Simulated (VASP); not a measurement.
# Hf (P6_3/mmc) in VASP: a series of runs

Hf is run at these levels: PBEsol; tasks: single point.

Program: VASP 6.6.1. These are calculated values, not measurements. Logs are shortened: lines on timing, memory, paths and dates and some standing lists are left out, and cuts for length are marked.

## (1) The cell of the first run

Symmetry: P6_3/mmc, No. 194, hexagonal system. The conventional cell has a = 3.197 Å, b = 3.197 Å, c = 5.210 Å, α = 90.00°, β = 90.00°, γ = 120.00°. Within 4.2 Å of Hf (site symmetry -6m2) lie 12 Hf at 3.19 to 3.20 Å.

## (2) Single point, PBEsol (strain +0.000 along x and y, +0.030 along z)

The input, INCAR:

```
PREC = Accurate
ENCUT = 520
EDIFF = 1E-7
ISMEAR = 0
SIGMA = 0.15
LREAL = False
LASPH = True
NELM = 100
ALGO = Fast
ISIF = 2
LWAVE = False
LCHARG = False
GGA = PS
NBANDS = 17
```

The input, KPOINTS:

```
regular mesh
0
Gamma
  18 18 10
```

The input, POSCAR:

```
Hf
1.0
    3.1966985242      0.0000000000      0.0000000000
   -1.5983492621      2.7684221302      0.0000000000
    0.0000000000      0.0000000000      5.2095340000
Hf
2
Direct
    0.3333333333      0.6666666667      0.2500000000
    0.6666666667      0.3333333333      0.7500000000
```

Potentials or basis: VASP PAW PBE potentials, release 64 (Hf_pv).

On the command line:

```console
cat potpaw_PBE.64/Hf_pv/POTCAR > POTCAR
mpirun -np 1 vasp_std > vasp.out
```

OUTCAR:

```text
PREC = Accurate
   ENCUT = 520
   EDIFF = 1E-7
   ISMEAR = 0
   LREAL = False
   LASPH = True
   NELM = 100
   ISIF = 2
   GGA = PS

 ion  position               nearest neighbor table
   1  0.333  0.667  0.250-   2 3.19   2 3.19   2 3.19   2 3.19   2 3.19   2 3.19
   2  0.667  0.333  0.750-   1 3.19   1 3.19   1 3.19   1 3.19   1 3.19   1 3.19

  LATTYP: Found a hexagonal cell.
 ALAT       =     3.1966985242
 C/A-ratio  =     1.6296607142

  Lattice vectors:

 A1 = (   3.1966985242,   0.0000000000,   0.0000000000)
 A2 = (  -1.5983492621,   2.7684221302,   0.0000000000)
 A3 = (   0.0000000000,   0.0000000000,   5.2095340000)

Analysis of symmetry for initial positions (statically):
=====================================================================
 Subroutine PRICEL returns:
 Original cell was already a primitive cell.

 Routine SETGRP: Setting up the symmetry group for a
 hexagonal supercell.

 Subroutine GETGRP returns: Found 24 space group operations
 (whereof 12 operations were pure point group operations)
 out of a pool of 24 trial point group operations.

The static configuration has the point symmetry D_3d.
 The point group associated with its full space group is D_6h.

Analysis of symmetry for dynamics (positions and initial velocities):
=====================================================================
 Subroutine PRICEL returns:
 Original cell was already a primitive cell.

 Routine SETGRP: Setting up the symmetry group for a
 hexagonal supercell.

 Subroutine GETGRP returns: Found 24 space group operations
 (whereof 12 operations were pure point group operations)
 out of a pool of 24 trial point group operations.

The dynamic configuration has the point symmetry D_3d.
 The point group associated with its full space group is D_6h.

 Subroutine INISYM returns: Found 24 space group operations
 (whereof 12 operations are pure point group operations),
 and found     1 'primitive' translations

----------------------------------------------------------------------------------------

                                     Primitive cell

  volume of cell :      46.1034

  direct lattice vectors                    reciprocal lattice vectors
     3.196698524  0.000000000  0.000000000     0.312822743  0.180608295  0.000000000
    -1.598349262  2.768422130  0.000000000     0.000000000  0.361216589  0.000000000
     0.000000000  0.000000000  5.209534000     0.000000000  0.000000000  0.191955749

  length of vectors
     3.196698524  3.196698524  5.209534000     0.361216589  0.361216589  0.191955749

  position of ions in fractional coordinates (direct lattice)
     0.333333333  0.666666667  0.250000000
     0.666666667  0.333333333  0.750000000

  ion indices of the primitive-cell ions
   primitive index   ion index
                 1           1
                 2           2

----------------------------------------------------------------------------------------

 KPOINTS: regular mesh

Automatic generation of k-mesh.
 Grid dimensions read from file:
 generate k-points for:   18   18   10

 Generating k-lattice:

  Cartesian coordinates                     Fractional coordinates (reciprocal lattice)
     0.017379041  0.010033794  0.000000000     0.055555556  0.000000000  0.000000000
     0.000000000  0.020067588  0.000000000     0.000000000  0.055555556  0.000000000
     0.000000000  0.000000000  0.019195575     0.000000000  0.000000000  0.100000000

  Length of vectors
     0.020067588  0.020067588  0.019195575

  Shift w.r.t. Gamma in fractional coordinates (k-lattice)
     0.000000000  0.000000000  0.000000000

 Subroutine IBZKPT returns following result:
 ===========================================

 Found    222 irreducible k-points:

 Following reciprocal coordinates:
            Coordinates               Weight
  0.000000  0.000000  0.000000      1.000000
  0.055556 -0.000000  0.000000      6.000000
  0.111111 -0.000000  0.000000      6.000000
  0.166667 -0.000000  0.000000      6.000000
  0.222222 -0.000000  0.000000      6.000000
  0.277778 -0.000000  0.000000      6.000000
[... 16 lines left out ...]
  0.333333  0.111111  0.000000     12.000000
  0.388889  0.111111  0.000000     12.000000
 [... further k-points ...]
   k-points           NKPTS =    222   k-points in BZ     NKDIM =    222   number of bands    NBANDS=     17
   number of dos      NEDOS =    301   number of ions     NIONS =      2
   total plane-waves  NPLWV =  23040
   dimension x,y,z NGX =    24 NGY =   24 NGZ =   40
   dimension x,y,z NGXF=    48 NGYF=   48 NGZF=   80
   ions per type =               2
   NGX,Y,Z   is equivalent  to a cutoff of  12.48, 12.48, 12.76 a.u.
   NGXF,Y,Z  is equivalent  to a cutoff of  24.96, 24.96, 25.53 a.u.
 SYSTEM =  unknown system
   PREC   = accura    normal or accurate (medium, high low for compatibility)
   ISTART =      0    job   : 0-new  1-cont  2-samecut
   ICHARG =      2    charge: 1-file 2-atom 10-const
   ISPIN  =      1    spin polarized calculation?
   LNONCOLLINEAR =      F non collinear calculations
   LSORBIT =      F    spin-orbit coupling
   LASPH  =      T    aspherical Exc in radial PAW
   ENCUT  =  520.0 eV  38.22 Ry    6.18 a.u.   5.94  5.94  9.69*2*pi/ulx,y,z
   NELM   =    100;   NELMIN=  2; NELMDL= -5     # of ELM steps
   EDIFF  = 0.1E-06   stopping-criterion for ELM
   LREAL  =      F    real-space projection
   EDIFFG = 0.1E-05   stopping-criterion for IOM
   NSW    =      0    number of steps for IOM
   IBRION =     -1    ionic relax: 0-MD 1-quasi-New 2-CG
   NFREE  =      0    steps in history (QN), initial steepest desc. (CG)
   ISIF   =      2    stress and relaxation
   ISYM   =      2    0-nonsym 1-usesym 2-fastsym
   POTIM  = 0.5000    time-step for ionic-motion
   TEBEG  =    0.0;   TEEND  =   0.0 temperature during run
   PSTRESS=    0.0 pullay stress
   NELECT =      20.0000    total number of electrons
   NUPDOWN=      -1.0000    fix difference up-down
   EMIN   =  10.00;   EMAX   =-10.00  energy-range for DOS
   EFERMI =   0.00;   METHOD = LEGACY
   ISMEAR =     0;   SIGMA  =   0.15  broadening in eV -4-tet -1-fermi 0-gaus
   EFERMI_NEDOS =   21; number of points for ismear=-14 and -15
   IALGO  =     68    algorithm
   IMIX   =      4    mixing-type and parameters
     AMIX     =   0.40;   BMIX     =  1.00
     AMIX_MAG =   1.60;   BMIX_MAG =  1.00
  volume/ion in A,a.u.               =      23.05       155.56
  Fermi-wavevector in a.u.,A,eV,Ry     =   1.239293  2.341924 20.896457  1.535846
  Thomas-Fermi vector in A             =   2.373782
   LORBIT       =      0    0 simple, 1 ext, 2 COOP (PROOUT), +10 PAW based schemes
   GGA     = PS    functional components
   LHFCALC =     F    Hartree Fock is set to
   AEXX    =    0.0000 exact exchange contribution
   IVDW    =     0    specifies the selected vdW correction
   LEPSILON=     F    determine dielectric tensor
   LRPA    =     F    only Hartree local field effects (RPA)
 non-spin polarized calculation
 RMM-DIIS sequential band-by-band and
 Gauss-broadening in eV      SIGMA  =   0.15
  energy-cutoff  :      520.00
  volume of cell :       46.10
 maximum number of plane-waves:      1272
 NGX is ok and might be reduce to    24
   NGX = 11   NGY = 11   NGZ = 19

 number of electron      20.0000005 magnetization

 Free energy of the ion-electron system (eV)
  ---------------------------------------------------
  ext. energy  EPLUGINS =         0.00000000
  ---------------------------------------------------
  free energy    TOTEN  =       -20.93509573 eV

  energy without entropy =      -20.91694421  energy(sigma->0) =      -20.92601997

 E-fermi :   4.5458     XC(G=0): -11.2551

 val. band max:        4.5177628588   @ k =   0.0556  -0.0000   0.5000
 cond. band min:       4.5460853914   @ k =   0.3333   0.1667   0.4000
 fundamental gap:      0.0283225325
 Fermi energy:         4.5458045906

 k-point     1 :       0.0000    0.0000    0.0000
  band No.  band energies     occupation
      1     -26.4673      2.00000
      2     -25.7907      2.00000
      3     -25.7907      2.00000
      4     -25.7287      2.00000
      5     -25.6908      2.00000
      6     -25.6908      2.00000
[... 9 lines left out ...]
     16       7.3359      0.00000
     17       9.7642      0.00000

 k-point     2 :       0.0556   -0.0000    0.0000
  band No.  band energies     occupation
      1     -26.4601      2.00000
      2     -25.8079      2.00000
      3     -25.7962      2.00000
      4     -25.7315      2.00000
      5     -25.7088      2.00000
      6     -25.6934      2.00000
[... 9 lines left out ...]
     16       7.2456      0.00000
     17       9.8647      0.00000

 k-point     3 :       0.1111   -0.0000    0.0000
  band No.  band energies     occupation
      1     -26.4388      2.00000
      2     -25.8575      2.00000
      3     -25.8117      2.00000
      4     -25.7602      2.00000
      5     -25.7398      2.00000
      6     -25.7012      2.00000
[... 9 lines left out ...]
     16       7.0131      0.00000
     17       9.9921      0.00000

 k-point     4 :       0.1667   -0.0000    0.0000
  band No.  band energies     occupation
      1     -26.4049      2.00000
      2     -25.9333      2.00000
      3     -25.8372      2.00000
      4     -25.8349      2.00000
      5     -25.7539      2.00000
      6     -25.7135      2.00000
[... 9 lines left out ...]
     16       7.2253      0.00000
     17      10.1813      0.00000

 k-point     5 :       0.2222   -0.0000    0.0000
  band No.  band energies     occupation
      1     -26.3606      2.00000
      2     -26.0262      2.00000
      3     -25.9290      2.00000
      4     -25.8625      2.00000
      5     -25.7738      2.00000
      6     -25.7291      2.00000
[... 9 lines left out ...]
     16       7.7704      0.00000
     17      10.3514      0.00000

 k-point     6 :       0.2778   -0.0000    0.0000
  band No.  band energies     occupation
      1     -26.3088      2.00000
      2     -26.1248      2.00000
      3     -26.0238      2.00000
      4     -25.8913      2.00000
      5     -25.7994      2.00000
      6     -25.7462      2.00000
[... 9 lines left out ...]
     16       8.4267      0.00000
     17      10.4821      0.00000

 k-point     7 :       0.3333   -0.0000    0.0000
  band No.  band energies     occupation
      1     -26.2537      2.00000
      2     -26.2170      2.00000
      3     -26.1104      2.00000
      4     -25.9177      2.00000
      5     -25.8300      2.00000
      6     -25.7627      2.00000
[... 9 lines left out ...]
     16       9.1481      0.00000
     17      10.5713      0.00000

 k-point     8 :       0.3889   -0.0000    0.0000
  band No.  band energies     occupation
      1     -26.2917      2.00000
      2     -26.2008      2.00000
      3     -26.1795      2.00000
      4     -25.9389      2.00000
      5     -25.8627      2.00000
      6     -25.7763      2.00000
[... 9 lines left out ...]
     16       9.8668      0.00000
     17      10.6278      0.00000
[... 203 lines left out ...]
      1     -26.3854      2.00000
      2     -25.9575      2.00000
      3     -25.9120      2.00000
      4     -25.8199      2.00000
      5     -25.7624      2.00000
      6     -25.7330      2.00000
[... 9 lines left out ...]
     16       7.5730      0.00000
     17      10.1452      0.00000

 k-point    20 :       0.1667    0.1111    0.0000
  band No.  band energies     occupation
      1     -26.3423      2.00000
      2     -26.0339      2.00000
      3     -25.9897      2.00000
      4     -25.8558      2.00000
      5     -25.7825      2.00000
      6     -25.7566      2.00000
[... 9 lines left out ...]
     16       8.1928      0.00000
     17      10.2223      0.00000

 k-point    21 :       0.2222    0.1111    0.0000
  band No.  band energies     occupation
      1     -26.2919      2.00000
      2     -26.1226      2.00000
      3     -26.0614      2.00000
      4     -25.8968      2.00000
      5     -25.8084      2.00000
      6     -25.7799      2.00000
[... 9 lines left out ...]
     16       8.9178      0.00000
     17      10.2900      0.00000

 k-point    22 :       0.2778    0.1111    0.0000
  band No.  band energies     occupation
      1     -26.2379      2.00000
      2     -26.2078      2.00000
      3     -26.1249      2.00000
      4     -25.9359      2.00000
      5     -25.8392      2.00000
      6     -25.8009      2.00000
[... 9 lines left out ...]
     16       9.7067      0.00000
     17      10.3374      0.00000

 k-point    23 :       0.3333    0.1111    0.0000
  band No.  band energies     occupation
      1     -26.2769      2.00000
      2     -26.1855      2.00000
      3     -26.1758      2.00000
      4     -25.9675      2.00000
      5     -25.8727      2.00000
      6     -25.8179      2.00000
[... 9 lines left out ...]
     16      10.3644      0.00000
     17      10.5069      0.00000

 k-point    24 :       0.3889    0.1111    0.0000
  band No.  band energies     occupation
      1     -26.3216      2.00000
      2     -26.2088      2.00000
      3     -26.1433      2.00000
      4     -25.9878      2.00000
      5     -25.9025      2.00000
      6     -25.8289      2.00000
[... 9 lines left out ...]
     16      10.3769      0.00000
     17      11.1993      0.00000

 [... further k-points ...]
[... 5 lines left out ...]
  --------------------------------------------------------------------------------------
  -------------------------------------------------------------------------------------
  Total       -1.6657325     -1.6657325     -2.6910141      0.0000000      0.0000000      0.0000000
  in kB      -57.8872587    -57.8872587    -93.5176731      0.0000000      0.0000000      0.0000000
  external PRESSURE =     -69.7640635 kB  Pullay stress =       0.0000000 kB

 VOLUME and BASIS-vectors are now :
 -----------------------------------------------------------------------------
  energy-cutoff  :      520.00
  volume of cell :       46.10
      direct lattice vectors                 reciprocal lattice vectors
     3.196698524  0.000000000  0.000000000     0.312822743  0.180608295  0.000000000
    -1.598349262  2.768422130  0.000000000     0.000000000  0.361216589  0.000000000
     0.000000000  0.000000000  5.209534000     0.000000000  0.000000000  0.191955749

 POSITION                                       TOTAL-FORCE (eV/Angst)
 -----------------------------------------------------------------------------------
     -0.00000      1.84561      1.30238        -0.000000      0.000000      0.000000
      1.59835      0.92281      3.90715         0.000000     -0.000000      0.000000
 -----------------------------------------------------------------------------------
    total drift:                               -0.000000      0.000000     -0.000000

  FREE ENERGIE OF THE ION-ELECTRON SYSTEM (eV)
  ---------------------------------------------------
  free  energy   TOTEN  =       -20.9350957335 eV

  energy  without entropy=      -20.9169442090  energy(sigma->0) =      -20.92601997
```

Run time: 84 s. Hardware: 1 thread of Intel Xeon Platinum 8488C (Sapphire Rapids), shared host; peak memory 0.26 GiB.

Results:

| Property | Result |
| --- | --- |
| Free energy | -20.9351 eV |
| Pressure | -7.0 GPa |
| Band gap on the k mesh | zero (band 10 reaches 5.70 eV, above the bottom of band 11 at 4.13 eV) |

Levels at points of the mesh, in eV from the Fermi level:
| k point | band 6 | band 7 | band 8 | band 9 | band 10 | band 11 | band 12 | band 13 | band 14 | band 15 |
| --- | --- | --- | --- | --- | --- | --- | --- | --- | --- | --- |
| (0.00, 0.00, 0.00) | -30.24 | -7.27 | -3.70 | 0.35 | 1.16 | 1.23 | 1.23 | 1.94 | 1.94 | 2.79 |
| (0.50, 0.00, 0.00) | -30.33 | -3.26 | -2.64 | -2.17 | -0.70 | 0.69 | 0.98 | 1.46 | 5.90 | 6.12 |
| (0.00, 0.00, 0.50) | -30.29 | -5.43 | -5.43 | 0.02 | 0.02 | 1.17 | 1.17 | 1.17 | 1.17 | 4.64 |
| (0.50, 0.00, 0.50) | -30.42 | -3.31 | -3.31 | -1.01 | -1.01 | 1.13 | 1.13 | 2.70 | 2.70 | 5.83 |

Caveat: the cell differs from its parent crystal (strain +0.000 along x and y, +0.030 along z); the PAW data sets were made with another functional, which shifts forces and pressure a little; spin-orbit coupling is left out, which moves the levels of the heavy elements.

## (3) Single point, PBEsol (strain +0.030 along x and y, -0.030 along z)

The input, INCAR:

```
SYSTEM = Hf
PREC = Accurate
ENCUT = 520
EDIFF = 1E-6
ISMEAR = 0
SIGMA = 0.15
LREAL = .FALSE.
LASPH = .TRUE.
NELM = 60
ALGO = Fast
ISIF = 2
LWAVE = .FALSE.
LCHARG = .TRUE.
GGA = PS
LELF = .TRUE.
LVHAR = .TRUE.
NBANDS = 17
```

The input, KPOINTS:

```
Automatic mesh
0
G
  18 18 10
  0 0 0
```

The input, POSCAR:

```
Hf
1.0
    3.2925994799      0.0000000000      0.0000000000
   -1.6462997400      2.8514747941      0.0000000000
    0.0000000000      0.0000000000      4.9060660000
Hf
2
Direct
    0.3333333333      0.6666666667      0.2500000000
    0.6666666667      0.3333333333      0.7500000000
```

Potentials or basis: VASP PAW PBE potentials, release 64 (Hf_pv).

On the command line:

```console
cat potpaw_PBE.64/Hf_pv/POTCAR > POTCAR
mpirun -np 1 vasp_std > vasp.out
```

OUTCAR:

```text
SYSTEM = Hf
   PREC = Accurate
   ENCUT = 520
   EDIFF = 1E-6
   ISMEAR = 0
   LREAL = .FALSE.
   LASPH = .TRUE.
   NELM = 60
   ISIF = 2
   GGA = PS

 ion  position               nearest neighbor table
   1  0.333  0.667  0.250-   2 3.10   2 3.10   2 3.10   2 3.10   2 3.10   2 3.10
   2  0.667  0.333  0.750-   1 3.10   1 3.10   1 3.10   1 3.10   1 3.10   1 3.10

  LATTYP: Found a hexagonal cell.
 ALAT       =     3.2925994799
 C/A-ratio  =     1.4900281768

  Lattice vectors:

 A1 = (   3.2925994799,   0.0000000000,   0.0000000000)
 A2 = (  -1.6462997400,   2.8514747941,   0.0000000000)
[... 652 lines left out ...]
      5     -25.9287      2.00000
      6     -25.8119      2.00000
[... 9 lines left out ...]
     16      10.7544      0.00000
     17      10.9332      0.00000

 [... further k-points ...]
[... 5 lines left out ...]
  --------------------------------------------------------------------------------------
  -------------------------------------------------------------------------------------
  Total       -2.4924050     -2.4924050     -0.6492345      0.0000000      0.0000000      0.0000000
  in kB      -86.6936661    -86.6936661    -22.5824127      0.0000000      0.0000000      0.0000000
  external PRESSURE =     -65.3232483 kB  Pullay stress =       0.0000000 kB

 VOLUME and BASIS-vectors are now :
 -----------------------------------------------------------------------------
  energy-cutoff  :      520.00
  volume of cell :       46.06
      direct lattice vectors                 reciprocal lattice vectors
     3.292599480  0.000000000  0.000000000     0.303711401  0.175347859  0.000000000
    -1.646299740  2.851474794  0.000000000     0.000000000  0.350695718  0.000000000
     0.000000000  0.000000000  4.906066000     0.000000000  0.000000000  0.203829300

 POSITION                                       TOTAL-FORCE (eV/Angst)
 -----------------------------------------------------------------------------------
     -0.00000      1.90098      1.22652        -0.000000      0.000000      0.000000
      1.64630      0.95049      3.67955         0.000000     -0.000000      0.000000
 -----------------------------------------------------------------------------------
    total drift:                                0.000000     -0.000000      0.000000

  FREE ENERGIE OF THE ION-ELECTRON SYSTEM (eV)
  ---------------------------------------------------
  free  energy   TOTEN  =       -20.9129737711 eV

  energy  without entropy=      -20.8964840392  energy(sigma->0) =      -20.90472891
```

Wall time 87 s (1 thread of Intel Xeon Platinum 8488C (Sapphire Rapids), shared host); peak memory 0.26 GiB.

Results:

* Free energy: -20.9130 eV
* Pressure: -6.5 GPa
* Band gap on the k mesh: zero (band 10 reaches 5.58 eV, above the bottom of band 11 at 4.13 eV)

Caveat: the cell differs from its parent crystal (strain +0.030 along x and y, -0.030 along z); the PAW data sets were made with another functional, which shifts forces and pressure a little; spin-orbit coupling is left out, which moves the levels of the heavy elements.

(Continued in part 2 of 2.)
